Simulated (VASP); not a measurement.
Write the native input for VASP 6.6.1 that does the following.

| Item | Value |
| --- | --- |
| Task | single point |
| Functional | r2SCAN |
| Potentials or basis | VASP PAW PBE potentials, release 64 (Si) |
| Cutoff | 520 eV |
| k mesh | 8 × 8 × 8 |
| Occupations | gaussian, width 0.05 eV |
| Spin | no spin polarisation |
| Dipole correction | no |
| Further INCAR settings | ALGO = Normal; EDIFF = 1e-06; NBANDS = 11 |

Crystal: Si.

```
Si
1.0
     0.00000    2.50434    2.72211
     2.50434    0.00000    2.72211
     2.50434    2.50434    0.00000
Si
2
Direct
  0.50000 0.50000 0.50000
  0.75000 0.75000 0.75000
```

This cell differs from its parent crystal: strain -0.080 along x and y, +0.000 along z.

One way to write it, as run:

POSCAR

```
Si
1.0
    0.0000000000      2.5043369141      2.7221053414
    2.5043369141      0.0000000000      2.7221053414
    2.5043369141      2.5043369141      0.0000000000
Si
2
Direct
    0.5000000000      0.5000000000      0.5000000000
    0.7500000000      0.7500000000      0.7500000000
```

INCAR.step1

```
SYSTEM = Si
ALGO     = Normal         ! electronic algorithm
EDIFF    = 1E-4           ! SCF threshold, eV
ENCUT    = 520            ! plane-wave cutoff, eV
GGA      = PE             ! functional
ISMEAR   = 0              ! smearing method
LASPH    = .True.         ! aspherical terms in the spheres
LCHARG   = .False.        ! write CHGCAR
LREAL    = .False.        ! projectors in reciprocal space
LWAVE    = .True.         ! write WAVECAR
NBANDS   = 11             ! bands
NELM     = 80             ! most SCF steps
PREC     = Accurate       ! precision mode
SIGMA    = 0.05           ! smearing width, eV
```

INCAR.step2

```
SYSTEM = Si
ALGO     = Normal         ! electronic algorithm
EDIFF    = 1E-6           ! SCF threshold, eV
ENCUT    = 520            ! plane-wave cutoff, eV
ISIF     = 2              ! what is computed and relaxed
ISMEAR   = 0              ! smearing method
ISTART   = 1            
LASPH    = .True.         ! aspherical terms in the spheres
LCHARG   = .False.        ! write CHGCAR
LMIXTAU  = .True.       
LREAL    = .False.        ! projectors in reciprocal space
LWAVE    = .False.        ! write WAVECAR
METAGGA  = R2SCAN         ! meta-GGA
NBANDS   = 11             ! bands
NELM     = 80             ! most SCF steps
PREC     = Accurate       ! precision mode
SIGMA    = 0.05           ! smearing width, eV
```

KPOINTS

```
k-points
0
Gamma
  8 8 8
  0 0 0
```

Potentials or basis: VASP PAW PBE potentials, release 64 (Si).

Launch:

```bash
$ cat potpaw_PBE.64/Si/POTCAR > POTCAR
$ cp INCAR.step1 INCAR
$ mpirun -np 1 vasp_std > vasp.out
$ cp INCAR.step2 INCAR
$ mpirun -np 1 vasp_std > vasp.out
```

It gave:

```json
{
 "Pressure": "22.0 GPa"
}
```

Caveat: the cell differs from its parent crystal (strain -0.080 along x and y, +0.000 along z); the cell stands under pressure; the PAW data sets were made with another functional, which shifts forces and pressure a little.

It took 110 s on 1 thread of Intel Xeon 8259CL (shared host), peak memory 0.16 GiB.
